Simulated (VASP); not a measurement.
A run of VASP 6.6.1 is set up as follows.

Contents of INCAR:

```
  ALGO = Normal
  EDIFF = 1E-6
  ENCUT = 520
  GGA = PE
  ISIF = 2
  ISMEAR = -1
  LASPH = True
  LCHARG = True
  LELF = True
  LREAL = False
  LVHAR = True
  LWAVE = False
  NBANDS = 13
  NELM = 80
  PREC = Accurate
  SIGMA = 0.06122561905347299
```

Contents of KPOINTS:

```
k-points
0
Gamma
  13 13 13
```

Contents of POSCAR:

```
Pb
1.0
   -2.0262869348      2.0262869348      2.0262869348
    2.0262869348     -2.0262869348      2.0262869348
    2.0262869348      2.0262869348     -2.0262869348
Pb
1
Direct
    0.0000000000      0.0000000000      0.0000000000
```

Potentials or basis: VASP PAW PBE potentials, release 64 (Pb_d).

Command:

```bash
$ cat potpaw_PBE.64/Pb_d/POTCAR > POTCAR
$ mpirun -np 1 vasp_std > vasp.out
```

Question: Predict the pressure.

Answer: -1.5 GPa.

Question: Estimate the band gap on the k mesh.

Answer: Zero (bands 7 and 8 overlap by 8.55 eV).

Caveat: spin-orbit coupling is left out, which moves the levels of the heavy elements.
